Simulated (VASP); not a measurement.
Crystal: BeZn3Te4.

```
Be Zn Te
1.0
     4.27298    0.00470   -0.01475
     0.00470    4.22927   -0.02736
    -0.04203   -0.07794   12.16753
Be Zn Te
1 3 4
Direct
  0.47703 0.49349 0.51219
  0.95328 0.00885 0.73824
  0.01722 0.97612 0.27098
  0.51948 0.46238 0.00718
  0.50102 0.00553 0.60493
  0.02709 0.52595 0.38112
  0.50359 0.01866 0.11020
  0.00129 0.50901 0.87515
```

```yaml
Program: VASP 6.6.1
Task: relaxation of cell and atoms
Functional: PBE
Potentials_or_basis: VASP PAW PBE potentials, release 64 (Be, Zn, Te)
Cutoff: 600 eV
k_mesh: 4 × 4 × 1
Occupations: gaussian, width 0.1 eV
Spin: no spin polarisation
```

At the start: pressure 3.1 GPa; volume 27.48 Å³/atom.

**Question.** How do energy, volume and symmetry change on relaxing?

**Answer.** Over 22 steps the energy falls by 172.7 meV/atom and the volume is 27.82 Å³/atom (+1.2 %); space group P1 (No. 1, to 0.1 Å) before, P-4m2 (No. 115, to 0.1 Å).

Step by step:
```
step  energy change (eV)  largest force (eV/Å)  pressure (GPa)  volume (Å³)
   1              0.0000                4.3336            3.13       219.87
   2             -0.9280                0.7690           -2.00       237.00
   3             -0.9998                0.9104           -1.29       231.81
   4             -1.2281                0.6001           -0.49       225.88
   5             -1.3139                0.4453            0.64       219.89
   6             -1.3548                0.2316           -0.02       222.62
   7             -1.3600                0.2118           -0.30       224.01
   8             -1.3685                0.1179            0.02       222.41
   9             -1.3690                0.1274            0.11       221.95
  10             -1.3717                0.0913            0.00       222.42
  11             -1.3731                0.1022           -0.10       223.02
  12             -1.3757                0.0882           -0.02       222.49
  13             -1.3771                0.0739            0.18       221.60
  14             -1.3784                0.0677            0.10       221.94
  15             -1.3793                0.0717            0.00       222.38
  16             -1.3787                0.0903           -0.14       223.24
  17             -1.3794                0.0742           -0.05       222.65
  18             -1.3804                0.0488            0.00       222.50
  19             -1.3809                0.0410            0.05       222.31
  20             -1.3813                0.0308           -0.02       222.57
  21             -1.3814                0.0339           -0.06       222.77
  22             -1.3817                0.0225            0.00       222.52
```

Final structure:
```
Be Zn Te
1.0
     4.29269    0.00060   -0.00104
    -0.00030    4.29341    0.00212
    -0.00170   -0.00516   12.07385
Be Zn Te
1 3 4
Cartesian
  2.1342 2.1462 6.0348
  4.2870 0.0017 8.9303
  0.0070 4.2920 3.1465
  2.1536 2.1417 0.0032
  2.1410 -0.0016 7.3464
  4.2815 2.1453 4.7226
  2.1545 4.2880 1.5759
  0.0047 2.1447 10.5031
```

Caveat: the k points lie up to 0.52 Å⁻¹ apart in the final cell.
